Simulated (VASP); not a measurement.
**Ge: relaxation of cell and atoms with PBEsol**

Ge:

```
CELL_PARAMETERS angstrom
2.35703 0.00000 0.00000
-1.17852 2.04125 0.00000
0.00000 0.00000 3.72636
ATOMIC_POSITIONS crystal
Ge 0.33333 0.66667 0.25000
Ge 0.66667 0.33333 0.75000
```

This isn't the form of Ge at room conditions, which is diamond.

```yaml
Program: VASP 6.6.1
Task: relaxation of cell and atoms
Functional: PBEsol
Potentials_or_basis: VASP PAW PBE potentials, release 64 (Ge_d)
Cutoff: 600 eV
k_mesh: 12 × 12 × 6
Occupations: gaussian, width 0.1 eV
Spin: no spin polarisation
Dipole_correction: no
Further_INCAR_settings: ALGO = Fast; EDIFF = 1e-06; IBRION = 2; EDIFFG = -0.05; NSW = 80; ISIF = 3
```

```yaml
Relaxed_volume: 18.34 Å³/atom
Relaxed_cell: a = 2.982 Å, b = 2.982 Å, c = 4.763 Å, α = 90.00°, β = 90.00°, γ = 120.00°
Space_group_after_relaxing_to_0.1_Å: P6_3/mmc (No. 194)
Pressure_after_relaxing: -0.2 GPa
Band_gap_on_the_k_mesh: zero (bands 14 and 15 overlap by 9.85 eV)
```

Stress tensor (GPa, compression positive):
```
-0.18  0.00  0.00
 0.00 -0.18  0.00
 0.00  0.00 -0.31
```

Final structure:
```
CELL_PARAMETERS angstrom
2.98223 0.00000 0.00000
-1.49111 2.58268 0.00000
0.00000 0.00000 4.76295
ATOMIC_POSITIONS crystal
Ge 0.33333 0.66667 0.25000
Ge 0.66667 0.33333 0.75000
```

Levels at points of the mesh, in eV from the Fermi level:
```tsv
k point	band 12	band 13	band 14	band 15	band 16	band 17
(0.00, 0.00, 0.00)	-7.50	-5.46	6.84	6.84	8.88	8.88
(0.50, 0.00, 0.00)	-7.00	-2.27	-1.27	-0.81	1.50	2.65
(0.00, 0.00, 0.50)	-11.60	1.80	1.80	7.95	7.95	7.95
(0.50, 0.00, 0.50)	-6.90	-4.84	-4.84	4.28	4.28	5.08
```

Run time: 19 min on 1 thread of Intel Xeon 8259CL (shared host), peak memory 0.17 GiB.

Caveat: the volume moved by over 15 % at a fixed basis, so the end points are rough; the PAW data sets were made with another functional, which shifts forces and pressure a little.
